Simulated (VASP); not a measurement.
Runs of VASP 6.6.1 on WS2. The structure is that of space group P-6m2 (No. 187), or close to it. The cells are those of the table. 

```tsv
task	cell	k mesh	cutoff (eV)	smearing	gap on the mesh (eV)	pressure (GPa)	largest force (eV/Å)
single point	a = 3.126, b = 3.126, c = 14.879 Å, angles 90.0, 90.0, 120.0°, 3 atoms	12 × 12 × 2	520	gaussian 0.02 eV	2.00	-	0.03
relaxation of cell and atoms	relaxed to 25 GPa from a = 2.950, b = 2.950, c = 5.940 Å, angles 90.0, 90.0, 120.0°, 3 atoms	12 × 12 × 6	600	gaussian 0.02 eV	0.36	25.0	0.01
relaxation of cell and atoms	relaxed to 50 GPa from a = 2.882, b = 2.882, c = 5.779 Å, angles 90.0, 90.0, 120.0°, 3 atoms	12 × 12 × 6	600	gaussian 0.02 eV	none	50.0	-
single point	a = 3.184, b = 3.184, c = 16.951 Å, angles 90.0, 90.0, 120.0°, 3 atoms	12 × 12 × 2	520	gaussian 0.02 eV	1.72	-	0.02
single point	a = 3.107, b = 3.107, c = 6.480 Å, angles 90.0, 90.0, 120.0°, 3 atoms	12 × 12 × 2	520	gaussian 0.02 eV	(b)	1.1	0.02
single point	a = 2.960, b = 2.960, c = 5.935 Å, angles 90.0, 90.0, 120.0°, 3 atoms	12 × 12 × 6	520	gaussian 0.02 eV	(c)	25.3	0.02
single point	a = 3.124, b = 3.124, c = 18.627 Å, angles 90.0, 90.0, 120.0°, 3 atoms	12 × 12 × 2	520	gaussian 0.02 eV	(a)	-	0.02
single point	a = 2.746, b = 2.746, c = 5.545 Å, angles 90.0, 90.0, 120.0°, 3 atoms	18 × 18 × 8	520	gaussian 0.1 eV	none	91.0	0.03
```

Alike in all rows: level PBEsol+D3(BJ); potentials or basis VASP PAW PBE potentials, release 64 (W_sv, S); no spin polarisation.

Problem. Fill in the values left out.

Solution. (a) 1.99; (b) 1.14; (c) 0.35.

Caveats: some runs use coarse meshes; the PAW data sets were made with another functional, which shifts forces and pressure a little; spin-orbit coupling is left out, which moves the levels of the heavy elements; the cell is relaxed towards a set pressure, so the enthalpy falls and the energy may rise (some runs); pairwise dispersion overbinds metals, which lowers pressure and volume (some runs).

A k mesh can miss the band edges, and the runs leave out spin-orbit coupling on W.

A gap of «none» marks levels without a gap at the run's occupations.
